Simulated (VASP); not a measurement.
A run of VASP 6.6.1:

INCAR

```
SYSTEM = CsAg
ALGO = Normal
EDIFF = 1E-6
EDIFFG = -0.01
ENCUT = 600
GGA = PE
IBRION = 2
ISIF = 3
ISMEAR = 0
LASPH = .True.
LCHARG = .False.
LREAL = .False.
LWAVE = .False.
NELM = 100
NSW = 100
PREC = Accurate
SIGMA = 0.02
```

KPOINTS

```
k-points
0
Gamma
  6 6 6
  0 0 0
```

File POSCAR:

```
CsAg
1.0
    0.0000000000      4.2643422285      4.2643422285
    4.2643422285      0.0000000000      4.2643422285
    4.2643422285      4.2643422285      0.0000000000
Cs Ag
1 1
Direct
    0.0000000000      0.0000000000      0.0000000000
    0.2500000000      0.2500000000      0.2500000000
```

Potentials or basis: VASP PAW PBE potentials, release 64 (Cs_sv, Ag).

Command:

```bash
$ cat potpaw_PBE.64/Cs_sv/POTCAR potpaw_PBE.64/Ag/POTCAR > POTCAR
$ mpirun -np 1 vasp_std > vasp.out
```

Hardware: 1 thread of Intel(R) Xeon(R) 6975P-C (Granite Rapids) (shared host).

Q: Estimate the wall time of this run.

A: Run time: 53 s on 1 thread of Intel(R) Xeon(R) 6975P-C (Granite Rapids), on a shared host, peak memory 0.36 GiB. Counts: scf iterations 28, k points 16, ion steps 3.
